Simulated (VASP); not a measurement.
# Ag3Cl in VASP: further runs

The runs below take Ag3Cl through single point, with PBE.

All numbers are computed with VASP 6.6.1; they aren't measurements. Logs are shortened: lines on timing, memory, paths and dates and some standing lists are left out, and cuts for length are marked.

### 1 The cell of the first run

It takes space group P6_3/mmc (No. 194, hexagonal). Conventional cell: a = 6.270 Å, b = 6.270 Å, c = 4.773 Å, α = 90.00°, β = 90.00°, γ = 120.00°. Ag (site symmetry mm2) has 8 Ag at 2.91 to 3.36 Å and 4 Cl at 3.08 to 3.14 Å within 3.8 Å. Within 4.0 Å of Cl (site symmetry -6m2) lie 12 Ag at 3.08 to 3.14 Å.

### 2 Single point, PBE

INCAR reads:

```
PREC = Accurate
ENCUT = 520
EDIFF = 1E-6
ISMEAR = -1
SIGMA = 0.05
LREAL = False
LASPH = True
NELM = 60
ALGO = Normal
ISIF = 2
LWAVE = False
LCHARG = True
GGA = PE
LELF = True
LVHAR = True
NBANDS = 50
```

KPOINTS reads:

```
regular mesh
0
Gamma
  5 5 6
```

POSCAR reads:

```
Ag3Cl
1.0
    6.2702023382      0.0000000000      0.0000000000
   -3.1351011691      5.4301545118      0.0000000000
    0.0000000000      0.0000000000      4.7730980000
Ag Cl
6 2
Direct
    0.1547060050      0.3094120100      0.2500000000
    0.1547060050      0.8452939950      0.2500000000
    0.6905879900      0.8452939950      0.2500000000
    0.8452939950      0.6905879900      0.7500000000
    0.8452939950      0.1547060050      0.7500000000
    0.3094120100      0.1547060050      0.7500000000
    0.3333333333      0.6666666667      0.7500000000
    0.6666666667      0.3333333333      0.2500000000
```

Potentials or basis: VASP PAW PBE potentials, release 64 (Ag, Cl).

On the command line:

```
$ cat potpaw_PBE.64/Ag/POTCAR potpaw_PBE.64/Cl/POTCAR > POTCAR
$ mpirun -np 1 vasp_std > vasp.out
```

OUTCAR:

```text
PREC = Accurate
   ENCUT = 520
   EDIFF = 1E-6
   ISMEAR = -1
   LREAL = False
   LASPH = True
   NELM = 60
   ISIF = 2
   GGA = PE

 ion  position               nearest neighbor table
   1  0.155  0.309  0.250-   2 2.91   3 2.91   5 2.92   6 2.92   5 2.92   6 2.92   7 3.08   7 3.08
                             3 3.36   2 3.36
   2  0.155  0.845  0.250-   3 2.91   1 2.91   4 2.92   4 2.92   6 2.92   6 2.92   7 3.08   7 3.08
                             3 3.36   1 3.36
   3  0.691  0.845  0.250-   2 2.91   1 2.91   4 2.92   4 2.92   5 2.92   5 2.92   7 3.08   7 3.08
                             2 3.36   1 3.36
   4  0.845  0.691  0.750-   5 2.91   6 2.91   2 2.92   3 2.92   2 2.92   3 2.92   8 3.08   8 3.08
                             5 3.36   6 3.36
   5  0.845  0.155  0.750-   6 2.91   4 2.91   1 2.92   1 2.92   3 2.92   3 2.92   8 3.08   8 3.08
                             6 3.36   4 3.36
   6  0.309  0.155  0.750-   5 2.91   4 2.91   1 2.92   1 2.92   2 2.92   2 2.92   8 3.08   8 3.08
                             5 3.36   4 3.36
   7  0.333  0.667  0.750-   2 3.08   2 3.08   3 3.08   3 3.08   1 3.08   1 3.08
   8  0.667  0.333  0.250-   5 3.08   5 3.08   6 3.08   6 3.08   4 3.08   4 3.08

  LATTYP: Found a hexagonal cell.
 ALAT       =     6.2702023382
 C/A-ratio  =     0.7612350834

  Lattice vectors:

 A1 = (   6.2702023382,   0.0000000000,   0.0000000000)
 A2 = (  -3.1351011691,   5.4301545118,   0.0000000000)
 A3 = (   0.0000000000,   0.0000000000,   4.7730980000)

Analysis of symmetry for initial positions (statically):
=====================================================================
 Subroutine PRICEL returns:
 Original cell was already a primitive cell.

 Routine SETGRP: Setting up the symmetry group for a
 hexagonal supercell.

 Subroutine GETGRP returns: Found 24 space group operations
 (whereof 12 operations were pure point group operations)
 out of a pool of 24 trial point group operations.

The static configuration has the point symmetry D_3d.
 The point group associated with its full space group is D_6h.

Analysis of symmetry for dynamics (positions and initial velocities):
=====================================================================
 Subroutine PRICEL returns:
 Original cell was already a primitive cell.

 Routine SETGRP: Setting up the symmetry group for a
 hexagonal supercell.

 Subroutine GETGRP returns: Found 24 space group operations
 (whereof 12 operations were pure point group operations)
 out of a pool of 24 trial point group operations.

The dynamic configuration has the point symmetry D_3d.
 The point group associated with its full space group is D_6h.

 Subroutine INISYM returns: Found 24 space group operations
 (whereof 12 operations are pure point group operations),
 and found     1 'primitive' translations

----------------------------------------------------------------------------------------

                                     Primitive cell

  volume of cell :     162.5152

  direct lattice vectors                    reciprocal lattice vectors
     6.270202338  0.000000000  0.000000000     0.159484486  0.092078411  0.000000000
    -3.135101169  5.430154512  0.000000000     0.000000000  0.184156822  0.000000000
     0.000000000  0.000000000  4.773098000     0.000000000  0.000000000  0.209507536

  length of vectors
     6.270202338  6.270202338  4.773098000     0.184156822  0.184156822  0.209507536

  position of ions in fractional coordinates (direct lattice)
     0.154706005  0.309412010  0.250000000
     0.154706005  0.845293995  0.250000000
     0.690587990  0.845293995  0.250000000
     0.845293995  0.690587990  0.750000000
     0.845293995  0.154706005  0.750000000
     0.309412010  0.154706005  0.750000000
     0.333333333  0.666666667  0.750000000
     0.666666667  0.333333333  0.250000000

  ion indices of the primitive-cell ions
   primitive index   ion index
                 1           1
                 2           2
                 3           3
                 4           4
                 5           5
                 6           6
                 7           7
                 8           8

----------------------------------------------------------------------------------------

 KPOINTS: regular mesh

Automatic generation of k-mesh.
 Grid dimensions read from file:
 generate k-points for:    5    5    6

 Generating k-lattice:

  Cartesian coordinates                     Fractional coordinates (reciprocal lattice)
     0.031896897  0.018415682  0.000000000     0.200000000  0.000000000  0.000000000
     0.000000000  0.036831364  0.000000000     0.000000000  0.200000000  0.000000000
     0.000000000  0.000000000  0.034917923     0.000000000  0.000000000  0.166666667

  Length of vectors
     0.036831364  0.036831364  0.034917923

  Shift w.r.t. Gamma in fractional coordinates (k-lattice)
     0.000000000  0.000000000  0.000000000

 Subroutine IBZKPT returns following result:
 ===========================================

 Found     20 irreducible k-points:

 Following reciprocal coordinates:
            Coordinates               Weight
  0.000000  0.000000  0.000000      1.000000
  0.200000 -0.000000  0.000000      6.000000
  0.400000  0.000000  0.000000      6.000000
  0.200000  0.200000  0.000000      6.000000
  0.400000  0.200000  0.000000      6.000000
  0.000000  0.000000  0.166667      2.000000
[... 12 lines left out ...]
  0.200000  0.200000  0.500000      6.000000
  0.400000  0.200000  0.500000      6.000000
   k-points           NKPTS =     20   k-points in BZ     NKDIM =     20   number of bands    NBANDS=     50
   number of dos      NEDOS =    301   number of ions     NIONS =      8
   total plane-waves  NPLWV =  82944
   dimension x,y,z NGX =    48 NGY =   48 NGZ =   36
   dimension x,y,z NGXF=    96 NGYF=   96 NGZF=   72
   ions per type =               6   2
   NGX,Y,Z   is equivalent  to a cutoff of  12.73, 12.73, 12.54 a.u.
   NGXF,Y,Z  is equivalent  to a cutoff of  25.45, 25.45, 25.08 a.u.
 SYSTEM =  unknown system
   PREC   = accura    normal or accurate (medium, high low for compatibility)
   ISTART =      0    job   : 0-new  1-cont  2-samecut
   ICHARG =      2    charge: 1-file 2-atom 10-const
   ISPIN  =      1    spin polarized calculation?
   LNONCOLLINEAR =      F non collinear calculations
   LSORBIT =      F    spin-orbit coupling
   LASPH  =      T    aspherical Exc in radial PAW
   ENCUT  =  520.0 eV  38.22 Ry    6.18 a.u.  11.66 11.66  8.87*2*pi/ulx,y,z
   NELM   =     60;   NELMIN=  2; NELMDL= -5     # of ELM steps
   EDIFF  = 0.1E-05   stopping-criterion for ELM
   LREAL  =      F    real-space projection
   EDIFFG = 0.1E-04   stopping-criterion for IOM
   NSW    =      0    number of steps for IOM
   IBRION =     -1    ionic relax: 0-MD 1-quasi-New 2-CG
   NFREE  =      0    steps in history (QN), initial steepest desc. (CG)
   ISIF   =      2    stress and relaxation
   ISYM   =      2    0-nonsym 1-usesym 2-fastsym
   POTIM  = 0.5000    time-step for ionic-motion
   TEBEG  =    0.0;   TEEND  =   0.0 temperature during run
   PSTRESS=    0.0 pullay stress
   NELECT =      80.0000    total number of electrons
   NUPDOWN=      -1.0000    fix difference up-down
   EMIN   =  10.00;   EMAX   =-10.00  energy-range for DOS
   EFERMI =   0.00;   METHOD = LEGACY
   ISMEAR =    -1;   SIGMA  =   0.05  broadening in eV -4-tet -1-fermi 0-gaus
   EFERMI_NEDOS =   21; number of points for ismear=-14 and -15
   IALGO  =     38    algorithm
   IMIX   =      4    mixing-type and parameters
     AMIX     =   0.40;   BMIX     =  1.00
     AMIX_MAG =   1.60;   BMIX_MAG =  1.00
  volume/ion in A,a.u.               =      20.31       137.09
  Fermi-wavevector in a.u.,A,eV,Ry     =   1.292628  2.442712 22.733790  1.670886
  Thomas-Fermi vector in A             =   2.424324
   LORBIT       =      0    0 simple, 1 ext, 2 COOP (PROOUT), +10 PAW based schemes
   GGA     = PE    functional components
   LHFCALC =     F    Hartree Fock is set to
   AEXX    =    0.0000 exact exchange contribution
   IVDW    =     0    specifies the selected vdW correction
   LEPSILON=     F    determine dielectric tensor
   LRPA    =     F    only Hartree local field effects (RPA)
 non-spin polarized calculation
  energy-cutoff  :      520.00
  volume of cell :      162.52
 maximum number of plane-waves:      4392
 NGX is ok and might be reduce to    48
   NGX = 23   NGY = 23   NGZ = 17

 number of electron      79.9999997 magnetization

 Free energy of the ion-electron system (eV)
  ---------------------------------------------------
  ext. energy  EPLUGINS =         0.00000000
  ---------------------------------------------------
  free energy    TOTEN  =       -19.55690240 eV

  energy without entropy =      -19.54725126  energy(sigma->0) =      -19.55207683

 E-fermi :   6.1426     XC(G=0): -10.7618

 val. band max:        6.1026704590   @ k =   0.0000   0.0000   0.3333
 cond. band min:       6.2723789010   @ k =   0.2000   0.2000   0.3333
 fundamental gap:      0.1697084420
 Fermi energy:         6.1426255927

 k-point     1 :       0.0000    0.0000    0.0000
  band No.  band energies     occupation
      1      -9.9173      2.00000
      2      -9.7386      2.00000
      3       0.1831      2.00000
      4       0.5143      2.00000
      5       0.6348      2.00000
      6       0.6348      2.00000
[... 42 lines left out ...]
     49      11.9413      0.00000
     50      13.4932      0.00000

 k-point     2 :       0.2000   -0.0000    0.0000
  band No.  band energies     occupation
      1      -9.8967      2.00000
      2      -9.7480      2.00000
      3       0.1324      2.00000
      4       0.2650      2.00000
      5       0.4140      2.00000
      6       0.5197      2.00000
[... 946 lines left out ...]
 k-point    20 :       0.4000    0.2000    0.5000
  band No.  band energies     occupation
      1      -9.7828      2.00000
      2      -9.7828      2.00000
      3       0.0563      2.00000
      4       0.0563      2.00000
      5       0.4741      2.00000
      6       0.4741      2.00000
[... 42 lines left out ...]
     49      12.6901      0.00000
     50      12.6901      0.00000

------------------------ aborting loop because EDIFF is reached ----------------------------------------

  FORCE on cell =-STRESS in cart. coord.  units (eV):
  Direction    XX          YY          ZZ          XY          YZ          ZX
  --------------------------------------------------------------------------------------
  -------------------------------------------------------------------------------------
  Total       -0.9118872     -0.9118872     -0.9238898      0.0000000      0.0000000      0.0000000
  in kB       -8.9899565     -8.9899565     -9.1082859      0.0000000      0.0000000      0.0000000
  external PRESSURE =      -9.0293996 kB  Pullay stress =       0.0000000 kB

 VOLUME and BASIS-vectors are now :
 -----------------------------------------------------------------------------
  energy-cutoff  :      520.00
  volume of cell :      162.52
      direct lattice vectors                 reciprocal lattice vectors
     6.270202338  0.000000000  0.000000000     0.159484486  0.092078411  0.000000000
    -3.135101169  5.430154512  0.000000000     0.000000000  0.184156822  0.000000000
     0.000000000  0.000000000  4.773098000     0.000000000  0.000000000  0.209507536

 POSITION                                       TOTAL-FORCE (eV/Angst)
 -----------------------------------------------------------------------------------
      0.00000      1.68016      1.19327        -0.000000     -0.132870     -0.000000
     -1.68004      4.59008      1.19327        -0.115069      0.066435     -0.000000
      1.68004      4.59008      1.19327         0.115069      0.066435      0.000000
      3.13510      3.75000      3.57982         0.000000      0.132870      0.000000
      4.81515      0.84008      3.57982         0.115069     -0.066435      0.000000
      1.45506      0.84008      3.57982        -0.115069     -0.066435      0.000000
     -0.00000      3.62010      3.57982         0.000000      0.000000      0.000000
      3.13510      1.81005      1.19327         0.000000      0.000000      0.000000
 -----------------------------------------------------------------------------------
    total drift:                                0.000000     -0.000000      0.000000

  FREE ENERGIE OF THE ION-ELECTRON SYSTEM (eV)
  ---------------------------------------------------
  free  energy   TOTEN  =       -19.5569024007 eV

  energy  without entropy=      -19.5472512636  energy(sigma->0) =      -19.55207683
```

Run time: 1.7 min. Hardware: 1 thread of AMD EPYC 9R45 (Zen 5), shared host; peak memory 0.3 GiB.

What came out:

- Free energy: -19.5569 eV
- Pressure: -0.9 GPa
- Largest force: 0.133 eV/Å
- Band gap on the k mesh: zero (bands 40 and 41 overlap by 1.36 eV)

Forces on the atoms (eV/Å):
```
Ag   0.000 -0.133  0.000
Ag  -0.115  0.066  0.000
Ag   0.115  0.066  0.000
Ag   0.000  0.133  0.000
Ag   0.115 -0.066  0.000
Ag  -0.115 -0.066  0.000
Cl   0.000  0.000  0.000
Cl   0.000  0.000  0.000
```

Levels at points of the mesh, in eV from the Fermi level:
```tsv
k point	band 38	band 39	band 40	band 41	band 42	band 43
(0.00, 0.00, 0.00)	-2.90	-2.58	0.84	1.17	1.17	1.38
(0.00, 0.00, 0.50)	-3.01	-1.67	-1.67	2.19	2.19	2.19
```

(Part 1 of 2 ends here.)

The gap in the log of VASP goes by the Fermi energy; the results here count the filled bands.